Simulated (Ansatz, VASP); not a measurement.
# One calculation of AlInSb2, two programs

Contents of INCAR:

```
SYSTEM = AlInSb2
PREC = Accurate
ENCUT = 520
EDIFF = 1E-6
ISMEAR = 0
SIGMA = 0.05
LREAL = .FALSE.
LASPH = .TRUE.
NELM = 80
ALGO = Normal
ISIF = 2
LWAVE = .FALSE.
LCHARG = .TRUE.
GGA = CA
LELF = .TRUE.
LVHAR = .TRUE.
NBANDS = 21
```

Contents of KPOINTS:

```
regular mesh
0
G
  8 8 6
  0 0 0
```

File POSCAR:

```
AlInSb2
1.0
    4.3799855185      0.0000000000      0.0000000000
    0.0000000000      4.3799855185      0.0000000000
    0.0000000000      0.0000000000      6.4333227296
Al In Sb
1 1 2
Direct
    0.0000000000      0.0000000000      0.0000000000
    0.5000000000      0.5000000000      0.5000000000
    0.0000000000      0.5000000000      0.1940770864
    0.5000000000      0.0000000000      0.8059229136
```

Input for Ansatz:

```yaml
crystal:
  lattice:
    - [4.3799855185, 0.0, 0.0]
    - [0.0, 4.3799855185, 0.0]
    - [0.0, 0.0, 6.4333227296]
  atoms:
    - { symbol: Al, position: [0.0, 0.0, 0.0] }
    - { symbol: In, position: [0.5, 0.5, 0.5] }
    - { symbol: Sb, position: [0.0, 0.5, 0.1940770864] }
    - { symbol: Sb, position: [0.5, 0.0, 0.8059229136] }
basis:
  ecutwfc: 420
kpoints:
  mp_grid: { grid: [8, 8, 6] }
hamiltonian:
  xc: lda
  pseudopotentials: { kind: paw }
scf:
  occupations: { method: gaussian, width: 0.05 }
output:
  forces: true
  stress: true
  eigenvalues: true
```

Alike in both runs: task single point; functional LDA; k mesh 8 × 8 × 6; occupations gaussian, width 0.05 eV; no spin polarisation.

|  | VASP | Ansatz |
| --- | --- | --- |
| version | VASP 6.6.1 | Ansatz 0.2.0 |
| potentials or method | VASP PAW LDA potentials, release 64 (Al, In_d, Sb), cutoff 520 eV | scalar-relativistic, plane waves, PAW |
| valence electrons in the cell | 26 | 46 |

|  | VASP | Ansatz | Ansatz less VASP |
| --- | --- | --- | --- |
| gap on the k mesh at the Fermi level (eV) | none | none | - |
| pressure (GPa) | 1.5 | 1.2 | -0.27 |
| traceless stress, the component that is largest in VASP (GPa) | -2.86 | -2.80 | +0.065 |
| rms of the force components (eV/Å) | 0.954 | 0.933 | -0.0200 |

LDA's correlation is that of Perdew and Zunger in VASP and of Perdew and Wang (1992) in Ansatz. Atom by atom the forces differ by 0.020 eV/Å (rms over components). A gap of «none» marks a metal or a gap that the smearing closes. VASP's potentials hold 26 valence electrons a cell and Ansatz's 46, so a difference there can come from the potentials and not from the codes.

Spin-orbit coupling is off throughout.
